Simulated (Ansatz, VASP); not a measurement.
# GaAs: VASP beside Ansatz

```
CELL_PARAMETERS angstrom
0.00000 2.87280 2.87280
2.87280 0.00000 2.87280
2.87280 2.87280 0.00000
ATOMIC_POSITIONS crystal
Ga 0.00000 0.00000 0.00000
As 0.75000 0.75000 0.75000
```

Alike in both runs: functional PBE; k mesh 10 × 10 × 10; occupations gaussian, width 0.01 eV; no spin polarisation.

Ansatz relaxed the structure, and its values are those at the end. VASP's run is a single point on that final structure, the one shown.

```csv
,VASP,Ansatz
version,VASP 6.6.1,Ansatz 0.2.0
potentials or method,"VASP PAW PBE potentials, release 64 (Ga_d, As), cutoff 520 eV","scalar-relativistic, plane waves, PAW"
valence electrons in the cell,18,28
```

|  | VASP | Ansatz | Ansatz less VASP |
| --- | --- | --- | --- |
| gap on the k mesh at the Fermi level (eV) | 0.16 | 0.16 | 0.000 |
| least direct gap on the mesh (eV) | 0.16 | 0.16 | 0.000 |
| pressure (GPa) | 0.2 | 0.0 | -0.16 |

VASP's potentials hold 18 valence electrons a cell and Ansatz's 28, so a difference there can come from the potentials and not from the codes.
